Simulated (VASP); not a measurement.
Crystal: HfS2.

```xyz
3
Lattice="4.0793 0.0000 0.0000 -2.0396 3.5328 0.0000 0.0000 0.0000 6.2326" Properties=species:S:1:pos:R:3 pbc="T T T"
Hf    0.0000    0.0000    0.0000
S     0.0000    2.3552    1.6576
S     2.0396    1.1776    4.5751
```

```yaml
Program: VASP 6.6.1
Task: relaxation of cell and atoms
Functional: PBE
Dispersion: D3(BJ)
Potentials_or_basis: VASP PAW PBE potentials, release 64 (Hf_pv, S)
Cutoff: 500 eV
k_mesh: 6 × 6 × 4
Occupations: fermi-dirac, width 0.02 eV
Spin: no spin polarisation
```

At the start: pressure -18.7 GPa; volume 29.94 Å³/atom.

Problem. How do energy, volume and symmetry change on relaxing?

Solution. Over 14 steps the energy falls by 766.0 meV/atom and the volume is 21.57 Å³/atom (-27.9 %); space group P-3m1 (No. 164, to 0.1 Å) before and after.

The path:
```csv
step,energy change (eV),largest force (eV/Å),pressure (GPa),volume (Å³)
1,0.0000,2.8246,-18.72,89.82
2,-0.7041,4.6326,41.86,51.58
3,-2.2837,0.1224,-1.65,65.12
4,-2.2887,0.0261,-0.48,64.46
5,-2.2888,0.1312,0.35,64.01
6,-2.2953,0.0608,0.47,63.88
7,-2.2965,0.0082,0.56,63.79
8,-2.2963,0.1389,-0.64,64.50
9,-2.2971,0.0582,0.01,64.11
10,-2.2974,0.0457,0.01,64.21
11,-2.2979,0.0079,-0.01,64.51
12,-2.2979,0.0071,-0.01,64.63
13,-2.2981,0.0029,0.02,64.71
14,-2.2981,0.0025,0.03,64.72
```

Final structure:
```xyz
3
Lattice="3.6033 0.0000 0.0000 -1.8017 3.1206 0.0000 0.0000 0.0000 5.7556" Properties=species:S:1:pos:R:3 pbc="T T T"
Hf    0.0000    0.0000    0.0000
S     0.0000    2.0804    1.4509
S     1.8017    1.0402    4.3047
```

Caveat: the volume moved by over 15 % at a fixed basis, so the end points are rough.
